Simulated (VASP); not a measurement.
# AlN (P3m1) in VASP: a series of runs

Runs on AlN. Level: PBE. Tasks: single point.

Everything below comes from runs of VASP 6.6.1. Logs are shortened: lines on timing, memory, paths and dates and some standing lists are left out, and cuts for length are marked.

## (1) The cell of the first run

Symmetry: P3m1, No. 156, trigonal system. The conventional cell has a = 3.312 Å, b = 3.312 Å, c = 4.188 Å, α = 90.00°, β = 90.00°, γ = 120.00°. Within 2.0 Å of Al (site symmetry 3m) lie 1 N at 1.49 Å. Al (site symmetry 3m) has 5 N at 1.91 to 2.09 Å and 3 Al at 2.43 Å within 2.5 Å. N (site symmetry 3m) has 4 Al at 1.49 to 1.91 Å within 2.0 Å. Within 2.7 Å of N (site symmetry 3m) lie 5 Al at 2.00 to 2.09 Å.

## (2) Single point, PBE (atom 1 (Al) moved by (+0.000, -0.600) A along y and z)

INCAR

```
SYSTEM = AlN
  ALGO = Normal
  EDIFF = 1E-7
  ENCUT = 520
  GGA = PE
  ISIF = 2
  ISMEAR = 0
  LASPH = .True.
  LCHARG = .False.
  LREAL = .False.
  LWAVE = .False.
  NBANDS = 16
  NELM = 60
  PREC = Accurate
  SIGMA = 0.05
```

KPOINTS

```
k-points
0
Gamma
  9 9 6
  0 0 0
```

POSCAR

```
AlN
1.0
    3.3121157418      0.0000000000      0.0000000000
   -1.6560578709      2.8683763727      0.0000000000
    0.0000000000      0.0000000000      4.1875630000
Al N
2 2
Direct
    0.3333333333      0.6666666667      0.6067185735
    0.6666666667      0.3333333333      0.2500000000
    0.3333333333      0.6666666667      0.2500000000
    0.6666666667      0.3333333333      0.7500000000
```

Potentials or basis: VASP PAW PBE potentials, release 64 (Al, N).

Command:

```console
$ cat potpaw_PBE.64/Al/POTCAR potpaw_PBE.64/N/POTCAR > POTCAR
$ mpirun -np 1 vasp_std > vasp.out
```

OUTCAR:

```text
SYSTEM = AlN
   EDIFF = 1E-7
   ENCUT = 520
   GGA = PE
   ISIF = 2
   ISMEAR = 0
   LASPH = .True.
   LREAL = .False.
   NELM = 60
   PREC = Accurate

 ion  position               nearest neighbor table
   1  0.333  0.667  0.607-   3 1.49   4 2.00   4 2.00   4 2.00   2 2.43   2 2.43   2 2.43   2 3.30
                             2 3.30   2 3.30
   2  0.667  0.333  0.250-   3 1.91   3 1.91   3 1.91   4 2.09   4 2.09   1 2.43   1 2.43   1 2.43
                             1 3.30   1 3.30   1 3.30
   3  0.333  0.667  0.250-   1 1.49   2 1.91   2 1.91   2 1.91
   4  0.667  0.333  0.750-   1 2.00   1 2.00   1 2.00   2 2.09   2 2.09

  LATTYP: Found a hexagonal cell.
 ALAT       =     3.3121157418
 C/A-ratio  =     1.2643166261

  Lattice vectors:

 A1 = (   3.3121157418,   0.0000000000,   0.0000000000)
 A2 = (  -1.6560578709,   2.8683763727,   0.0000000000)
 A3 = (   0.0000000000,   0.0000000000,   4.1875630000)

Analysis of symmetry for initial positions (statically):
=====================================================================
 Subroutine PRICEL returns:
 Original cell was already a primitive cell.

 Routine SETGRP: Setting up the symmetry group for a
 hexagonal supercell.

 Subroutine GETGRP returns: Found  6 space group operations
 (whereof  6 operations were pure point group operations)
 out of a pool of 24 trial point group operations.

The static configuration has the point symmetry C_3v.

Analysis of symmetry for dynamics (positions and initial velocities):
=====================================================================
 Subroutine PRICEL returns:
 Original cell was already a primitive cell.

 Routine SETGRP: Setting up the symmetry group for a
 hexagonal supercell.

 Subroutine GETGRP returns: Found  6 space group operations
 (whereof  6 operations were pure point group operations)
 out of a pool of 24 trial point group operations.

The dynamic configuration has the point symmetry C_3v.

 Subroutine INISYM returns: Found  6 space group operations
 (whereof  6 operations are pure point group operations),
 and found     1 'primitive' translations

----------------------------------------------------------------------------------------

                                     Primitive cell

  volume of cell :      39.7835

  direct lattice vectors                    reciprocal lattice vectors
     3.312115742  0.000000000  0.000000000     0.301921816  0.174314642  0.000000000
    -1.656057871  2.868376373  0.000000000     0.000000000  0.348629284  0.000000000
     0.000000000  0.000000000  4.187563000     0.000000000  0.000000000  0.238802377

  length of vectors
     3.312115742  3.312115742  4.187563000     0.348629284  0.348629284  0.238802377

  position of ions in fractional coordinates (direct lattice)
     0.333333333  0.666666667  0.606718573
     0.666666667  0.333333333  0.250000000
     0.333333333  0.666666667  0.250000000
     0.666666667  0.333333333  0.750000000

  ion indices of the primitive-cell ions
   primitive index   ion index
                 1           1
                 2           2
                 3           3
                 4           4

----------------------------------------------------------------------------------------

 KPOINTS: k-points

Automatic generation of k-mesh.
 Grid dimensions read from file:
 generate k-points for:    9    9    6

 Generating k-lattice:

  Cartesian coordinates                     Fractional coordinates (reciprocal lattice)
     0.033546868  0.019368294  0.000000000     0.111111111 -0.000000000  0.000000000
     0.000000000  0.038736587  0.000000000     0.000000000  0.111111111  0.000000000
     0.000000000  0.000000000  0.039800396     0.000000000  0.000000000  0.166666667

  Length of vectors
     0.038736587  0.038736587  0.039800396

  Shift w.r.t. Gamma in fractional coordinates (k-lattice)
     0.000000000  0.000000000  0.000000000

 Subroutine IBZKPT returns following result:
 ===========================================

 Found     62 irreducible k-points:

 Following reciprocal coordinates:
            Coordinates               Weight
  0.000000  0.000000  0.000000      1.000000
  0.111111  0.000000  0.000000      6.000000
  0.222222  0.000000  0.000000      6.000000
  0.333333 -0.000000  0.000000      6.000000
  0.444444  0.000000  0.000000      6.000000
  0.111111  0.111111  0.000000      6.000000
[... 16 lines left out ...]
  0.222222  0.111111  0.166667     12.000000
 -0.111111  0.333333  0.166667     12.000000
 [... further k-points ...]
   k-points           NKPTS =     62   k-points in BZ     NKDIM =     62   number of bands    NBANDS=     16
   number of dos      NEDOS =    301   number of ions     NIONS =      4
   total plane-waves  NPLWV =  25088
   dimension x,y,z NGX =    28 NGY =   28 NGZ =   32
   dimension x,y,z NGXF=    56 NGYF=   56 NGZF=   64
   ions per type =               2   2
   NGX,Y,Z   is equivalent  to a cutoff of  14.05, 14.05, 12.70 a.u.
   NGXF,Y,Z  is equivalent  to a cutoff of  28.11, 28.11, 25.41 a.u.
 SYSTEM =  AlN
   PREC   = accura    normal or accurate (medium, high low for compatibility)
   ISTART =      0    job   : 0-new  1-cont  2-samecut
   ICHARG =      2    charge: 1-file 2-atom 10-const
   ISPIN  =      1    spin polarized calculation?
   LNONCOLLINEAR =      F non collinear calculations
   LSORBIT =      F    spin-orbit coupling
   LASPH  =      T    aspherical Exc in radial PAW
   ENCUT  =  520.0 eV  38.22 Ry    6.18 a.u.   6.16  6.16  7.79*2*pi/ulx,y,z
   NELM   =     60;   NELMIN=  2; NELMDL= -5     # of ELM steps
   EDIFF  = 0.1E-06   stopping-criterion for ELM
   LREAL  =      F    real-space projection
   EDIFFG = 0.1E-05   stopping-criterion for IOM
   NSW    =      0    number of steps for IOM
   IBRION =     -1    ionic relax: 0-MD 1-quasi-New 2-CG
   NFREE  =      0    steps in history (QN), initial steepest desc. (CG)
   ISIF   =      2    stress and relaxation
   ISYM   =      2    0-nonsym 1-usesym 2-fastsym
   POTIM  = 0.5000    time-step for ionic-motion
   TEBEG  =    0.0;   TEEND  =   0.0 temperature during run
   PSTRESS=    0.0 pullay stress
   NELECT =      16.0000    total number of electrons
   NUPDOWN=      -1.0000    fix difference up-down
   EMIN   =  10.00;   EMAX   =-10.00  energy-range for DOS
   EFERMI =   0.00;   METHOD = LEGACY
   ISMEAR =     0;   SIGMA  =   0.05  broadening in eV -4-tet -1-fermi 0-gaus
   EFERMI_NEDOS =   21; number of points for ismear=-14 and -15
   IALGO  =     38    algorithm
   IMIX   =      4    mixing-type and parameters
     AMIX     =   0.40;   BMIX     =  1.00
     AMIX_MAG =   1.60;   BMIX_MAG =  1.00
  volume/ion in A,a.u.               =       9.95        67.12
  Fermi-wavevector in a.u.,A,eV,Ry     =   1.208409  2.283561 19.867927  1.460251
  Thomas-Fermi vector in A             =   2.344017
   LORBIT       =      0    0 simple, 1 ext, 2 COOP (PROOUT), +10 PAW based schemes
   GGA     = PE    functional components
   LHFCALC =     F    Hartree Fock is set to
   AEXX    =    0.0000 exact exchange contribution
   IVDW    =     0    specifies the selected vdW correction
   LEPSILON=     F    determine dielectric tensor
   LRPA    =     F    only Hartree local field effects (RPA)
 non-spin polarized calculation
 Gauss-broadening in eV      SIGMA  =   0.05
  energy-cutoff  :      520.00
  volume of cell :       39.78
 maximum number of plane-waves:      1090
 NGX is ok and might be reduce to    28
   NGX = 13   NGY = 13   NGZ = 15

 number of electron      15.9999999 magnetization

 Free energy of the ion-electron system (eV)
  ---------------------------------------------------
  ext. energy  EPLUGINS =         0.00000000
  ---------------------------------------------------
  free energy    TOTEN  =       -25.87711474 eV

  energy without entropy =      -25.87711474  energy(sigma->0) =      -25.87711474

 E-fermi :   7.4913     XC(G=0): -11.0666

 val. band max:        7.2646676538   @ k =   0.0000   0.0000   0.0000
 cond. band min:      10.5281603221   @ k =   0.0000   0.0000   0.0000
 fundamental gap:      3.2634926683
 Fermi energy:         7.4912621550

 k-point     1 :       0.0000    0.0000    0.0000
  band No.  band energies     occupation
      1      -9.4264      2.00000
      2      -5.5364      2.00000
      3       1.3367      2.00000
      4       3.9243      2.00000
      5       3.9243      2.00000
      6       6.4770      2.00000
[... 8 lines left out ...]
     15      19.0959      0.00000
     16      20.4062      0.00000

 k-point     2 :       0.1111    0.0000    0.0000
  band No.  band energies     occupation
      1      -9.2956      2.00000
      2      -5.5299      2.00000
      3       1.4828      2.00000
      4       3.4386      2.00000
      5       3.7644      2.00000
      6       5.9051      2.00000
[... 8 lines left out ...]
     15      18.9250      0.00000
     16      20.0085      0.00000

 k-point     3 :       0.2222    0.0000    0.0000
  band No.  band energies     occupation
      1      -8.9250      2.00000
      2      -5.5485      2.00000
      3       1.8893      2.00000
      4       2.4288      2.00000
      5       3.4142      2.00000
      6       4.9189      2.00000
[... 8 lines left out ...]
     15      18.4470      0.00000
     16      19.9218      0.00000

 k-point     4 :       0.3333   -0.0000    0.0000
  band No.  band energies     occupation
      1      -8.3994      2.00000
      2      -5.6746      2.00000
      3       1.4300      2.00000
      4       2.5887      2.00000
      5       3.0793      2.00000
      6       4.0894      2.00000
[... 8 lines left out ...]
     15      19.0116      0.00000
     16      20.1867      0.00000
[... 324 lines left out ...]
 k-point    22 :       0.1111    0.1111    0.1667
  band No.  band energies     occupation
      1      -8.9331      2.00000
      2      -5.7499      2.00000
      3       1.6956      2.00000
      4       3.1263      2.00000
      5       3.5083      2.00000
      6       5.0327      2.00000
[... 8 lines left out ...]
     15      19.1448      0.00000
     16      19.8998      0.00000

 k-point    23 :       0.2222    0.1111    0.1667
  band No.  band energies     occupation
      1      -8.4952      2.00000
      2      -5.7348      2.00000
      3       1.3309      2.00000
      4       2.5868      2.00000
      5       3.3952      2.00000
      6       4.2937      2.00000
[... 8 lines left out ...]
     15      18.8248      0.00000
     16      20.0738      0.00000

 k-point    24 :      -0.1111    0.3333    0.1667
  band No.  band energies     occupation
      1      -8.4952      2.00000
      2      -5.7351      2.00000
      3       1.3490      2.00000
      4       2.5454      2.00000
      5       3.3972      2.00000
      6       4.3524      2.00000
[... 8 lines left out ...]
     15      19.2852      0.00000
     16      20.0628      0.00000

 [... further k-points ...]
[... 5 lines left out ...]
  --------------------------------------------------------------------------------------
  -------------------------------------------------------------------------------------
  Total        0.7942340      0.7942340     22.5987323     -0.0000000     -0.0000000      0.0000000
  in kB       31.9857140     31.9857140    910.1053443     -0.0000000     -0.0000000      0.0000000
  external PRESSURE =     324.6922574 kB  Pullay stress =       0.0000000 kB

 VOLUME and BASIS-vectors are now :
 -----------------------------------------------------------------------------
  energy-cutoff  :      520.00
  volume of cell :       39.78
      direct lattice vectors                 reciprocal lattice vectors
     3.312115742  0.000000000  0.000000000     0.301921816  0.174314642  0.000000000
    -1.656057871  2.868376373  0.000000000     0.000000000  0.348629284  0.000000000
     0.000000000  0.000000000  4.187563000     0.000000000  0.000000000  0.238802377

 POSITION                                       TOTAL-FORCE (eV/Angst)
 -----------------------------------------------------------------------------------
     -0.00000      1.91225      2.54067         0.000000     -0.000000     19.113779
      1.65606      0.95613      1.04689         0.000000     -0.000000     -4.260623
     -0.00000      1.91225      1.04689        -0.000000      0.000000    -12.708942
      1.65606      0.95613      3.14067        -0.000000      0.000000     -2.144214
 -----------------------------------------------------------------------------------
    total drift:                               -0.000000      0.000000      0.000516

  FREE ENERGIE OF THE ION-ELECTRON SYSTEM (eV)
  ---------------------------------------------------
  free  energy   TOTEN  =       -25.8771147438 eV

  energy  without entropy=      -25.8771147438  energy(sigma->0) =      -25.87711474
```

It took 16 s on 1 thread of Intel Xeon 6975P-C (Granite Rapids), shared host; peak memory 0.17 GiB.

What came out:

```
Free energy            : -25.8771 eV
Pressure               : 32.5 GPa
Largest force          : 19.114 eV/Å
Band gap on the k mesh : 3.26 eV, direct
```

Forces in eV/Å, atoms in the order of the input:
```
Al    0.000   0.000  19.114
Al    0.000   0.000  -4.261
N     0.000   0.000 -12.709
N     0.000   0.000  -2.144
```

Caveat: the cell differs from its parent crystal (atom 1 (Al) moved by (+0.000, -0.600) A along y and z); forces of over 1 eV/Å act on the atoms, so gaps and moduli don't describe the material at rest.

## (3) Single point, PBE (atom 1 (Al) moved by (+0.000, -0.300) A along y and z)

INCAR

```
SYSTEM = AlN
PREC = Accurate
ENCUT = 520
EDIFF = 1E-7
ISMEAR = 0
SIGMA = 0.05
LREAL = .FALSE.
LASPH = .TRUE.
NELM = 80
ALGO = Normal
ISIF = 2
LWAVE = .FALSE.
LCHARG = .FALSE.
GGA = PE
NBANDS = 16
```

KPOINTS

```
Automatic mesh
0
G
  9 9 6
  0 0 0
```

POSCAR, as its differences from that of step 2:

```diff
@@ -8,3 +8,3 @@
 Direct
-    0.3333333333      0.6666666667      0.6067185735
+    0.3333333333      0.6666666667      0.6783592868
     0.6666666667      0.3333333333      0.2500000000
```

Potentials or basis: VASP PAW PBE potentials, release 64 (Al, N).

Command:

```console
$ cat potpaw_PBE.64/Al/POTCAR potpaw_PBE.64/N/POTCAR > POTCAR
$ mpirun -np 1 vasp_std > vasp.out
```

Run time: 16 s. Hardware: 1 thread of Intel Xeon 6975P-C (Granite Rapids), shared host; peak memory 0.17 GiB.

Results (log left out):

```yaml
Free_energy: -28.8423 eV
Pressure: 6.0 GPa
Largest_force: 3.938 eV/Å
Band_gap_on_the_k_mesh: 3.34 eV, direct
```

Forces in eV/Å, atoms in the order of the input:
```
Al   0.000  0.000  3.938
Al   0.000  0.000 -2.072
N    0.000  0.000 -1.165
N    0.000  0.000 -0.701
```

Stress tensor (GPa, compression positive):
```
 0.03  0.00  0.00
 0.00  0.03  0.00
 0.00  0.00 17.95
```

Levels at points of the mesh, in eV from the valence-band top:
```
           k point  band 4  band 5  band 6  band 7  band 8  band 9  band 10  band 11  band 12  band 13
(0.00, 0.00, 0.00)   -3.15   -3.15   -1.42   -1.42    0.00    3.34     4.59     8.33     8.33    11.27
(0.00, 0.00, 0.50)   -3.33   -2.62   -2.62   -2.02   -2.02    5.17     6.21     8.19     8.19     8.99
```

Caveat: the cell differs from its parent crystal (atom 1 (Al) moved by (+0.000, -0.300) A along y and z); forces of over 1 eV/Å act on the atoms, so gaps and moduli don't describe the material at rest.
